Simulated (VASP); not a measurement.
Write the native input for VASP 6.6.1 that does the following.

| Item | Value |
| --- | --- |
| Task | single point |
| Functional | PBE |
| Potentials or basis | VASP PAW PBE potentials, release 64 (Mo_sv, S) |
| Cutoff | 520 eV |
| k mesh | 10 × 10 × 3 |
| Occupations | fermi-dirac, width 0.05 eV |
| Spin | no spin polarisation |
| Dipole correction | no |
| Further INCAR settings | ALGO = Normal; EDIFF = 1e-06; NBANDS = 35 |

The structure of MoS2 lies in POSCAR:

```
MoS2
1.0
    3.1849170653      0.0000000000      0.0000000000
   -1.5924585326      2.7582190875      0.0000000000
    0.0000000000      0.0000000000     14.7701098842
Mo S
2 4
Direct
    0.6666666667      0.3333333333      0.7500000000
    0.3333333333      0.6666666667      0.2500000000
    0.6666666667      0.3333333333      0.3558005510
    0.3333333333      0.6666666667      0.8558005510
    0.6666666667      0.3333333333      0.1441994490
    0.3333333333      0.6666666667      0.6441994490
```

These files were run (other wordings do the same):

INCAR

```
ALGO = Normal
EDIFF = 1E-6
ENCUT = 520
GGA = PE
ISIF = 2
ISMEAR = -1
LASPH = T
LCHARG = F
LREAL = F
LWAVE = F
NBANDS = 35
NELM = 80
PREC = Accurate
SIGMA = 0.05
```

KPOINTS

```
k-points
0
Gamma
  10 10 3
```

Potentials or basis: VASP PAW PBE potentials, release 64 (Mo_sv, S).

Run with:

```bash
$ cat potpaw_PBE.64/Mo_sv/POTCAR potpaw_PBE.64/S/POTCAR > POTCAR
$ mpirun -np 1 vasp_std > vasp.out
```

Results of the run:

```
Pressure               : -0.1 GPa
Largest force          : 0.012 eV/Å
Band gap on the k mesh : 1.59 eV (least direct gap 1.91 eV)
```

Caveat: an odd mesh through Γ misses points on the zone boundary, where band edges can lie; this functional lacks dispersion, which binds the layers, so the pressure and a relaxed spacing across them are unreliable.

Wall time 70 s on 1 thread of Intel(R) Xeon(R) 6975P-C (Granite Rapids) (shared host), peak memory 0.29 GiB.
